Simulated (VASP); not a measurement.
# BaZrO3 (Pm-3m) in VASP: notebook, part 3 of 3

VASP 6.6.1.

### Step 5. Relaxation of cell and atoms, PBEsol, target pressure -2 GPa, at which the enthalpy is minimised

INCAR reads:

```
SYSTEM = BaZrO3
ALGO = Normal
EDIFF = 1E-6
EDIFFG = -0.002
ENCUT = 600
GGA = PS
IBRION = 2
ISIF = 3
ISMEAR = 0
LASPH = .True.
LCHARG = .False.
LREAL = .False.
LWAVE = .False.
NELM = 60
NSW = 100
PREC = Accurate
PSTRESS = -20.0
SIGMA = 0.01
```

KPOINTS reads:

```
k-points
0
Gamma
  4 4 4
  0 0 0
```

POSCAR reads:

```
BaZrO3
1.0
    4.1806150114      0.0000000000      0.0000000000
    0.0000000000      4.1806150114      0.0000000000
    0.0000000000      0.0000000000      4.1806150114
Ba Zr O
1 1 3
Direct
    0.0000000000      0.0000000000      0.0000000000
    0.5000000000      0.5000000000      0.5000000000
    0.0000000000      0.5000000000      0.5000000000
    0.5000000000      0.0000000000      0.5000000000
    0.5000000000      0.5000000000      0.0000000000
```

Launch:

```
> cat potpaw_PBE.64/Ba_sv/POTCAR potpaw_PBE.64/Zr_sv/POTCAR potpaw_PBE.64/O/POTCAR > POTCAR
> mpirun -np 1 vasp_std > vasp.out
```

It took 31 s on 1 thread of Intel Xeon 6975P-C (Granite Rapids), shared host; peak memory 0.22 GiB.

The run converged. Its results:

```yaml
Free_energy: -43.6123 eV
Relaxed_volume: 14.90 Å³/atom
Relaxed_cell: a = 4.208 Å, b = 4.208 Å, c = 4.208 Å, α = 90.00°, β = 90.00°, γ = 90.00°
Space_group_after_relaxing_to_0.05_Å: Pm-3m (No. 221)
Energy_change_on_relaxing_the_enthalpy_is_what_falls: +0.9 meV/atom
Ionic_steps: 3
Pressure_after_relaxing: -2.0 GPa
Band_gap_on_the_k_mesh: 3.08 eV, indirect (least direct gap 3.31 eV)
```

Step by step:
```
step  energy change (eV)  largest force (eV/Å)  pressure (GPa)  volume (Å³)
   1              0.0000                0.0000            1.06        73.07
   2              0.0395                0.0000           -5.07        76.06
   3              0.0044                0.0000           -2.00        74.49
```

Final structure:
```yaml
crystal:
  lattice:
    - [4.20750, 0.00000, 0.00000]
    - [0.00000, 4.20750, 0.00000]
    - [0.00000, 0.00000, 4.20750]
  atoms:
    - { symbol: Ba, position: [0.00000, 0.00000, 0.00000] }
    - { symbol: Zr, position: [0.50000, 0.50000, 0.50000] }
    - { symbol: O, position: [0.00000, 0.50000, 0.50000] }
    - { symbol: O, position: [0.50000, 0.00000, 0.50000] }
    - { symbol: O, position: [0.50000, 0.50000, 0.00000] }
```

Levels at points of the mesh, in eV from the valence-band top:
```
           k point  band 18  band 19  band 20  band 21  band 22  band 23
(0.00, 0.00, 0.00)    -0.23    -0.23    -0.23     3.08     3.08     3.08
(0.50, 0.00, 0.00)    -1.69    -0.47    -0.47     3.52     5.60     5.60
(0.50, 0.50, 0.00)    -0.94    -0.82    -0.08     5.57     5.57     6.35
(0.50, 0.50, 0.50)     0.00     0.00     0.00     5.86     5.86     5.86
```

Caveat: the cell is relaxed towards a set pressure, so the enthalpy falls and the energy may rise; the PAW data sets were made with another functional, which shifts forces and pressure a little; spin-orbit coupling is left out, which moves the levels of the heavy elements. Zero-point motion and thermal expansion aren't in these numbers.

### Step 6. Relaxation of cell and atoms, PBEsol, target pressure 2 GPa, at which the enthalpy is minimised

INCAR reads:

```
PREC = Accurate
ENCUT = 600
EDIFF = 1E-7
ISMEAR = 0
SIGMA = 0.01
LREAL = False
LASPH = True
NELM = 60
ALGO = Normal
ISIF = 3
LWAVE = False
LCHARG = False
GGA = PS
IBRION = 2
NSW = 100
EDIFFG = -0.002
PSTRESS = 20.0
```

KPOINTS reads:

```
regular mesh
0
Gamma
  4 4 4
```

POSCAR is that of step 5.

Potentials or basis: VASP PAW PBE potentials, release 64 (Ba_sv, Zr_sv, O).

Launch:

```
> cat potpaw_PBE.64/Ba_sv/POTCAR potpaw_PBE.64/Zr_sv/POTCAR potpaw_PBE.64/O/POTCAR > POTCAR
> mpirun -np 1 vasp_std > vasp.out
```

Run time: 32 s. Hardware: 1 thread of Intel Xeon 6975P-C (Granite Rapids), shared host; peak memory 0.22 GiB.

It converged, with:

* Free energy: -43.6129 eV
* Relaxed volume: 14.53 Å³/atom
* Relaxed cell: a = 4.173 Å, b = 4.173 Å, c = 4.173 Å, α = 90.00°, β = 90.00°, γ = 90.00°
* Space group after relaxing (to 0.05 Å): Pm-3m (No. 221)
* Energy change on relaxing (the enthalpy is what falls): +0.8 meV/atom
* Ionic steps: 3
* Pressure after relaxing: 2.0 GPa
* Band gap on the k mesh: 3.13 eV, indirect (least direct gap 3.33 eV)

The path:
```tsv
step	energy change (eV)	largest force (eV/Å)	pressure (GPa)	volume (Å³)
1	0.0000	0.0000	1.07	73.07
2	0.0118	0.0000	3.19	72.17
3	0.0038	0.0000	2.00	72.67
```

Final structure:
```cif
data_structure
_symmetry_space_group_name_H-M 'P 1'
_symmetry_Int_Tables_number 1
_cell_length_a 4.1729
_cell_length_b 4.1729
_cell_length_c 4.1729
_cell_angle_alpha 90.000
_cell_angle_beta 90.000
_cell_angle_gamma 90.000
_cell_volume 72.67
loop_
_atom_site_label
_atom_site_type_symbol
_atom_site_fract_x
_atom_site_fract_y
_atom_site_fract_z
_atom_site_occupancy
Ba1 Ba 0.00000 0.00000 0.00000 1
Zr1 Zr 0.50000 0.50000 0.50000 1
O1 O 0.00000 0.50000 0.50000 1
O2 O 0.50000 0.00000 0.50000 1
O3 O 0.50000 0.50000 0.00000 1
```

Levels at points of the mesh, in eV from the valence-band top:
```csv
k point,band 17,band 18,band 19,band 20,band 21,band 22,band 23,band 24
"(0.00, 0.00, 0.00)",-1.02,-0.21,-0.21,-0.21,3.13,3.13,3.13,4.56
"(0.50, 0.00, 0.00)",-1.78,-1.76,-0.43,-0.43,3.60,5.77,5.77,6.41
"(0.50, 0.50, 0.00)",-0.94,-0.94,-0.76,-0.08,5.73,5.73,6.49,6.53
"(0.50, 0.50, 0.50)",-2.57,0.00,0.00,0.00,5.95,5.95,5.95,7.10
```

Caveat: the cell is relaxed towards a set pressure, so the enthalpy falls and the energy may rise; the PAW data sets were made with another functional, which shifts forces and pressure a little; spin-orbit coupling is left out, which moves the levels of the heavy elements. PBEsol gaps usually lie below the measured ones, often by a third to a half.

### Step 7. Summary

| task | cell | cutoff (eV) | gap on the mesh (eV) | pressure (GPa) |
| --- | --- | --- | --- | --- |
| single point | a = 4.181 Å, 5 atoms | 520 | 3.12 | 1.2 |
| single point | a = 4.198 Å, 5 atoms | 520 | 3.09 | -0.9 |
| single point | a = 4.164 Å, 5 atoms | 520 | 3.14 | 3.2 |
| relaxation of cell and atoms | relaxed to -2 GPa from a = 4.181 Å, 5 atoms | 600 | 3.08 | -2.0 |
| relaxation of cell and atoms | relaxed to 2 GPa from a = 4.181 Å, 5 atoms | 600 | 3.13 | 2.0 |

Alike in all rows: level PBEsol; potentials or basis VASP PAW PBE potentials, release 64 (Ba_sv, Zr_sv, O); no spin polarisation; k mesh 4 × 4 × 4; smearing gaussian 0.01 eV.

Caveats: the PAW data sets were made with another functional, which shifts forces and pressure a little; spin-orbit coupling is left out, which moves the levels of the heavy elements; the cell is relaxed towards a set pressure, so the enthalpy falls and the energy may rise (some runs).

Total energies depend on the potentials used, so only differences within one code and one set of settings carry meaning.
